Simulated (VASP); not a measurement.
# W (Im-3m) in VASP: further runs

Runs on W. Level: LDA. Tasks: single point, relaxation of cell and atoms.

All numbers are computed with VASP 6.6.1; they aren't measurements. Logs are shortened: lines on timing, memory, paths and dates and some standing lists are left out, and cuts for length are marked.

### 1 The cell of the first run

The structure is cubic, space group Im-3m (No. 229). The conventional cell has a = 3.138 Å, b = 3.138 Å, c = 3.138 Å, α = 90.00°, β = 90.00°, γ = 90.00°. Within 3.6 Å of W (site symmetry m-3m) lie 14 W at 2.72 to 3.14 Å.

### 2 Single point, LDA

Contents of INCAR:

```
SYSTEM = W
PREC     = Accurate       ! precision mode
ENCUT    = 500            ! plane-wave cutoff, eV
EDIFF    = 1E-6           ! SCF threshold, eV
ISMEAR   = 0              ! smearing method
SIGMA    = 0.1            ! smearing width, eV
LREAL    = .False.        ! projectors in reciprocal space
LASPH    = .True.         ! aspherical terms in the spheres
NELM     = 120            ! most SCF steps
ALGO     = Normal         ! electronic algorithm
ISIF     = 2              ! what is computed and relaxed
LWAVE    = .False.        ! write WAVECAR
LCHARG   = .False.        ! write CHGCAR
NBANDS   = 13             ! bands
GGA_COMPAT= .False.
```

Contents of KPOINTS:

```
regular mesh
0
Gamma
  8 8 8
  0 0 0
```

Contents of POSCAR:

```
W
1.0
   -1.5689656086      1.5689656086      1.5689656086
    1.5689656086     -1.5689656086      1.5689656086
    1.5689656086      1.5689656086     -1.5689656086
W
1
Direct
    0.0000000000      0.0000000000      0.0000000000
```

Potentials or basis: VASP PAW LDA potentials, release 64 (W_sv).

Launch:

```bash
$ cat potpaw_LDA.64/W_sv/POTCAR > POTCAR
$ mpirun -np 1 vasp_std > vasp.out
```

OUTCAR:

```text
SYSTEM = W
   PREC = Accurate
   ENCUT = 500
   EDIFF = 1E-6
   ISMEAR = 0
   LREAL = .False.
   LASPH = .True.
   NELM = 120
   ISIF = 2

 ion  position               nearest neighbor table
   1  0.000  0.000  0.000-

  LATTYP: Found a body centered cubic cell.
 ALAT       =     3.1379312172

  Lattice vectors:

 A1 = (  -1.5689656086,   1.5689656086,   1.5689656086)
 A2 = (   1.5689656086,  -1.5689656086,   1.5689656086)
 A3 = (   1.5689656086,   1.5689656086,  -1.5689656086)

Analysis of symmetry for initial positions (statically):
=====================================================================
 Subroutine PRICEL returns:
 Original cell was already a primitive cell.

 Routine SETGRP: Setting up the symmetry group for a
 body centered cubic supercell.

 Subroutine GETGRP returns: Found 48 space group operations
 (whereof 48 operations were pure point group operations)
 out of a pool of 48 trial point group operations.

The static configuration has the point symmetry O_h .

Analysis of symmetry for dynamics (positions and initial velocities):
=====================================================================
 Subroutine PRICEL returns:
 Original cell was already a primitive cell.

 Routine SETGRP: Setting up the symmetry group for a
 body centered cubic supercell.

 Subroutine GETGRP returns: Found 48 space group operations
 (whereof 48 operations were pure point group operations)
 out of a pool of 48 trial point group operations.

The dynamic configuration has the point symmetry O_h .

 Subroutine INISYM returns: Found 48 space group operations
 (whereof 48 operations are pure point group operations),
 and found     1 'primitive' translations

----------------------------------------------------------------------------------------

                                     Primitive cell

  volume of cell :      15.4490

  direct lattice vectors                    reciprocal lattice vectors
    -1.568965609  1.568965609  1.568965609     0.000000000  0.318681300  0.318681300
     1.568965609 -1.568965609  1.568965609     0.318681300  0.000000000  0.318681300
     1.568965609  1.568965609 -1.568965609     0.318681300  0.318681300  0.000000000

  length of vectors
     2.717528149  2.717528149  2.717528149     0.450683417  0.450683417  0.450683417

  position of ions in fractional coordinates (direct lattice)
     0.000000000  0.000000000  0.000000000

  ion indices of the primitive-cell ions
   primitive index   ion index
                 1           1

----------------------------------------------------------------------------------------

 KPOINTS: regular mesh

Automatic generation of k-mesh.
 Grid dimensions read from file:
 generate k-points for:    8    8    8

 Generating k-lattice:

  Cartesian coordinates                     Fractional coordinates (reciprocal lattice)
     0.000000000  0.039835163  0.039835163     0.125000000  0.000000000  0.000000000
     0.039835163  0.000000000  0.039835163     0.000000000  0.125000000  0.000000000
     0.039835163  0.039835163  0.000000000     0.000000000  0.000000000  0.125000000

  Length of vectors
     0.056335427  0.056335427  0.056335427

  Shift w.r.t. Gamma in fractional coordinates (k-lattice)
     0.000000000  0.000000000  0.000000000

 Subroutine IBZKPT returns following result:
 ===========================================

 Found     29 irreducible k-points:

 Following reciprocal coordinates:
            Coordinates               Weight
  0.000000  0.000000  0.000000      1.000000
  0.125000  0.000000  0.000000     12.000000
  0.250000  0.000000  0.000000     12.000000
  0.375000  0.000000  0.000000     12.000000
  0.500000  0.000000  0.000000      6.000000
  0.125000  0.125000  0.000000     24.000000
[... 16 lines left out ...]
 -0.250000  0.250000  0.250000      6.000000
 -0.375000  0.375000  0.250000     24.000000
 [... further k-points ...]
   k-points           NKPTS =     29   k-points in BZ     NKDIM =     29   number of bands    NBANDS=     13
   number of dos      NEDOS =    301   number of ions     NIONS =      1
   total plane-waves  NPLWV =   8000
   dimension x,y,z NGX =    20 NGY =   20 NGZ =   20
   dimension x,y,z NGXF=    40 NGYF=   40 NGZF=   40
   ions per type =               1
   NGX,Y,Z   is equivalent  to a cutoff of  12.24, 12.24, 12.24 a.u.
   NGXF,Y,Z  is equivalent  to a cutoff of  24.47, 24.47, 24.47 a.u.
 SYSTEM =  W
   PREC   = accura    normal or accurate (medium, high low for compatibility)
   ISTART =      0    job   : 0-new  1-cont  2-samecut
   ICHARG =      2    charge: 1-file 2-atom 10-const
   ISPIN  =      1    spin polarized calculation?
   LNONCOLLINEAR =      F non collinear calculations
   LSORBIT =      F    spin-orbit coupling
   LASPH  =      T    aspherical Exc in radial PAW
   ENCUT  =  500.0 eV  36.75 Ry    6.06 a.u.   4.95  4.95  4.95*2*pi/ulx,y,z
   NELM   =    120;   NELMIN=  2; NELMDL= -5     # of ELM steps
   EDIFF  = 0.1E-05   stopping-criterion for ELM
   LREAL  =      F    real-space projection
   EDIFFG = 0.1E-04   stopping-criterion for IOM
   NSW    =      0    number of steps for IOM
   IBRION =     -1    ionic relax: 0-MD 1-quasi-New 2-CG
   NFREE  =      0    steps in history (QN), initial steepest desc. (CG)
   ISIF   =      2    stress and relaxation
   ISYM   =      2    0-nonsym 1-usesym 2-fastsym
   POTIM  = 0.5000    time-step for ionic-motion
   TEBEG  =    0.0;   TEEND  =   0.0 temperature during run
   PSTRESS=    0.0 pullay stress
   NELECT =      14.0000    total number of electrons
   NUPDOWN=      -1.0000    fix difference up-down
   EMIN   =  10.00;   EMAX   =-10.00  energy-range for DOS
   EFERMI =   0.00;   METHOD = LEGACY
   ISMEAR =     0;   SIGMA  =   0.10  broadening in eV -4-tet -1-fermi 0-gaus
   EFERMI_NEDOS =   21; number of points for ismear=-14 and -15
   IALGO  =     38    algorithm
   IMIX   =      4    mixing-type and parameters
     AMIX     =   0.40;   BMIX     =  1.00
     AMIX_MAG =   1.60;   BMIX_MAG =  1.00
  volume/ion in A,a.u.               =      15.45       104.25
  Fermi-wavevector in a.u.,A,eV,Ry     =   1.584227  2.993755 34.147566  2.509775
  Thomas-Fermi vector in A             =   2.683877
   LORBIT       =      0    0 simple, 1 ext, 2 COOP (PROOUT), +10 PAW based schemes
   GGA     = CA    functional components
   LHFCALC =     F    Hartree Fock is set to
   AEXX    =    0.0000 exact exchange contribution
   IVDW    =     0    specifies the selected vdW correction
   LEPSILON=     F    determine dielectric tensor
   LRPA    =     F    only Hartree local field effects (RPA)
 non-spin polarized calculation
 Gauss-broadening in eV      SIGMA  =   0.10
  energy-cutoff  :      500.00
  volume of cell :       15.45
 maximum number of plane-waves:       402
   NGX =  9   NGY =  9   NGZ =  9

 number of electron      14.0000004 magnetization

 Free energy of the ion-electron system (eV)
  ---------------------------------------------------
  ext. energy  EPLUGINS =         0.00000000
  ---------------------------------------------------
  free energy    TOTEN  =       -14.10166723 eV

  energy without entropy =      -14.10166516  energy(sigma->0) =      -14.10166620

 E-fermi :  11.4352     XC(G=0): -13.9757

 val. band max:       11.1440536174   @ k =  -0.3750   0.3750   0.2500
 cond. band min:      11.7157260945   @ k =  -0.2500   0.2500   0.1250
 fundamental gap:      0.5716724771
 Fermi energy:        11.4352341808

 k-point     1 :       0.0000    0.0000    0.0000
  band No.  band energies     occupation
      1     -62.0258      2.00000
      2     -25.7922      2.00000
      3     -25.7922      2.00000
      4     -25.7922      2.00000
      5       2.0141      2.00000
      6      10.3914      2.00000
      7      10.3914      2.00000
      8      10.3914      2.00000
      9      13.9405      0.00000
     10      13.9405      0.00000
     11      26.3307      0.00000
     12      26.3307      0.00000
     13      26.3307      0.00000

 k-point     2 :       0.1250    0.0000    0.0000
  band No.  band energies     occupation
      1     -62.0033      2.00000
      2     -26.0172      2.00000
      3     -25.8622      2.00000
      4     -25.7936      2.00000
      5       2.7695      2.00000
      6       9.9501      2.00000
      7      10.2445      2.00000
      8      11.1417      1.99997
      9      13.3821      0.00000
     10      13.9569      0.00000
     11      26.9019      0.00000
     12      27.6173      0.00000
     13      28.0169      0.00000

 k-point     3 :       0.2500    0.0000    0.0000
  band No.  band energies     occupation
      1     -61.9486      2.00000
      2     -26.5353      2.00000
      3     -26.0277      2.00000
      4     -25.7968      2.00000
      5       4.4747      2.00000
      6       9.0369      2.00000
      7       9.7965      2.00000
      8      13.2587      0.00000
      9      13.3128      0.00000
     10      14.1378      0.00000
     11      26.6601      0.00000
     12      28.6415      0.00000
     13      31.0212      0.00000
[... 305 lines left out ...]
 k-point    23 :      -0.2500    0.2500    0.2500
  band No.  band energies     occupation
      1     -61.8814      2.00000
      2     -26.5623      2.00000
      3     -26.2823      2.00000
      4     -26.2823      2.00000
      5       6.5209      2.00000
      6       8.7219      2.00000
      7      11.1428      1.99996
      8      11.1428      1.99996
      9      13.0630      0.00000
     10      15.2731      0.00000
     11      26.4638      0.00000
     12      31.7585      0.00000
     13      31.7586      0.00000

 k-point    24 :      -0.3750    0.3750    0.2500
  band No.  band energies     occupation
      1     -61.8335      2.00000
      2     -26.8569      2.00000
      3     -26.4557      2.00000
      4     -26.3247      2.00000
      5       7.0622      2.00000
      6       7.7487      2.00000
      7      11.1441      1.99996
      8      11.9672      0.00000
      9      15.5315      0.00000
     10      16.2752      0.00000
     11      25.8205      0.00000
     12      28.4027      0.00000
     13      29.4666      0.00000

 [... further k-points ...]
[... 5 lines left out ...]
  --------------------------------------------------------------------------------------
  -------------------------------------------------------------------------------------
  Total        0.1832625      0.1832625      0.1832625      0.0000000      0.0000000     -0.0000000
  in kB       19.0057025     19.0057025     19.0057025      0.0000000      0.0000000     -0.0000000
  external PRESSURE =      19.0057025 kB  Pullay stress =       0.0000000 kB

 VOLUME and BASIS-vectors are now :
 -----------------------------------------------------------------------------
  energy-cutoff  :      500.00
  volume of cell :       15.45
      direct lattice vectors                 reciprocal lattice vectors
    -1.568965609  1.568965609  1.568965609     0.000000000  0.318681300  0.318681300
     1.568965609 -1.568965609  1.568965609     0.318681300  0.000000000  0.318681300
     1.568965609  1.568965609 -1.568965609     0.318681300  0.318681300  0.000000000

 POSITION                                       TOTAL-FORCE (eV/Angst)
 -----------------------------------------------------------------------------------
      0.00000      0.00000      0.00000        -0.000000      0.000000     -0.000000
 -----------------------------------------------------------------------------------
    total drift:                                0.000000     -0.000000      0.000000

  FREE ENERGIE OF THE ION-ELECTRON SYSTEM (eV)
  ---------------------------------------------------
  free  energy   TOTEN  =       -14.1016672297 eV

  energy  without entropy=      -14.1016651644  energy(sigma->0) =      -14.10166620
```

Wall time 6.4 s (1 thread of AMD EPYC 7R13, shared host); peak memory 0.09 GiB.

What came out:

```yaml
Free_energy: -14.1017 eV
Pressure: 1.9 GPa
Band_gap_on_the_k_mesh: zero (band 7 reaches 17.03 eV, above the bottom of band 8 at 10.39 eV)
```

Caveat: spin-orbit coupling is left out, which moves the levels of the heavy elements.

### 3 Relaxation of cell and atoms, LDA

This run uses another cell than the first one, of 16.30 Å³/atom, 1.055 times its volume.

Contents of INCAR:

```
PREC     = Accurate       # precision mode
ENCUT    = 500            # plane-wave cutoff, eV
EDIFF    = 1E-7           # SCF threshold, eV
ISMEAR   = 0              # smearing method
SIGMA    = 0.1            # smearing width, eV
LREAL    = False          # projectors in reciprocal space
LASPH    = True           # aspherical terms in the spheres
NELM     = 120            # most SCF steps
ALGO     = Normal         # electronic algorithm
ISIF     = 3              # what is computed and relaxed
LWAVE    = False          # write WAVECAR
LCHARG   = False          # write CHGCAR
GGA      = CA             # functional
IBRION   = 2              # ionic algorithm
NSW      = 100            # ionic steps
EDIFFG   = -0.05          # ionic threshold
GGA_COMPAT= False        
NELMIN   = 4
```

Contents of KPOINTS:

```
regular mesh
0
Gamma
  8 8 8
```

Contents of POSCAR:

```
W
1.0
   -1.5973000000      1.5973000000      1.5973000000
    1.5973000000     -1.5973000000      1.5973000000
    1.5973000000      1.5973000000     -1.5973000000
W
1
Direct
    0.0000000000      0.0000000000      0.0000000000
```

Potentials or basis: VASP PAW LDA potentials, release 64 (W_sv).

Launch:

```bash
$ cat potpaw_LDA.64/W_sv/POTCAR > POTCAR
$ mpirun -np 1 vasp_std > vasp.out
```

Run time: 18 s. Hardware: 1 thread of AMD EPYC 7R13, shared host; peak memory 0.1 GiB.

Results (log left out):

```
Free energy                            : -14.1027 eV
Relaxed volume                         : 15.55 Å³/atom
Relaxed cell                           : a = 2.723 Å, b = 2.723 Å, c = 2.723 Å, α = 109.47°, β = 109.47°, γ = 109.47°
Space group after relaxing (to 0.05 Å) : Im-3m (No. 229)
Energy gained by relaxing              : 37.0 meV/atom
Ionic steps                            : 4
Pressure after relaxing                : -0.3 GPa
Band gap on the k mesh                 : zero (band 7 reaches 16.89 eV, above the bottom of band 8 at 10.31 eV)
```

Step by step:
| step | energy change (eV) | largest force (eV/Å) | pressure (GPa) | volume (Å³) |
| --- | --- | --- | --- | --- |
| 1 | 0.0000 | 0.0000 | -14.82 | 16.30 |
| 2 | 0.5669 | 0.0000 | 88.92 | 13.00 |
| 3 | -0.0367 | 0.0000 | -1.35 | 15.60 |
| 4 | -0.0370 | 0.0000 | -0.27 | 15.55 |

Final structure:
```
CELL_PARAMETERS angstrom
-1.57227 1.57227 1.57227
1.57227 -1.57227 1.57227
1.57227 1.57227 -1.57227
ATOMIC_POSITIONS crystal
W 0.00000 0.00000 0.00000
```

Levels at points of the mesh, in eV from the Fermi level:
```tsv
k point	band 3	band 4	band 5	band 6	band 7	band 8	band 9	band 10	band 11
(0.00, 0.00, 0.00)	-37.25	-37.25	-9.39	-1.04	-1.04	-1.04	2.49	2.49	14.88
(0.50, 0.00, 0.00)	-37.70	-37.26	-6.13	-3.42	1.16	2.40	3.38	6.56	11.87
(0.50, 0.50, 0.50)	-38.22	-38.22	-5.75	-5.75	5.54	5.54	5.54	8.77	8.77
```

Caveat: spin-orbit coupling is left out, which moves the levels of the heavy elements. Zero-point motion and thermal expansion aren't in these numbers.
